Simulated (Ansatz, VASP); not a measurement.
**MgSe in VASP and in Ansatz**

```
Mg Se
1.0
     0.00000    2.72763    2.72763
     2.72763    0.00000    2.72763
     2.72763    2.72763    0.00000
Mg Se
1 1
Direct
  0.00000 0.00000 0.00000
  0.50000 0.50000 0.50000
```

Alike in both runs: task single point; functional r2SCAN; dispersion rVV10; k mesh 8 × 8 × 8; occupations gaussian, width 0.02 eV; no spin polarisation.

|  | VASP | Ansatz |
| --- | --- | --- |
| version | VASP 6.6.1 | Ansatz 0.2.0 |
| potentials or method | VASP PAW PBE potentials, release 64 (Mg, Se), cutoff 660 eV | scalar-relativistic, plane waves, PAW |
| valence electrons in the cell | 8 | 26 |

```csv
,VASP,Ansatz,Ansatz less VASP
gap on the k mesh at the Fermi level (eV),2.43,2.48,+0.045
least direct gap on the mesh (eV),3.44,3.48,+0.033
pressure (GPa),-0.2,0.0,+0.23
```

VASP's potentials were made for PBE, not for r2SCAN. VASP's potentials hold 8 valence electrons a cell and Ansatz's 26, so a difference there can come from the potentials and not from the codes.
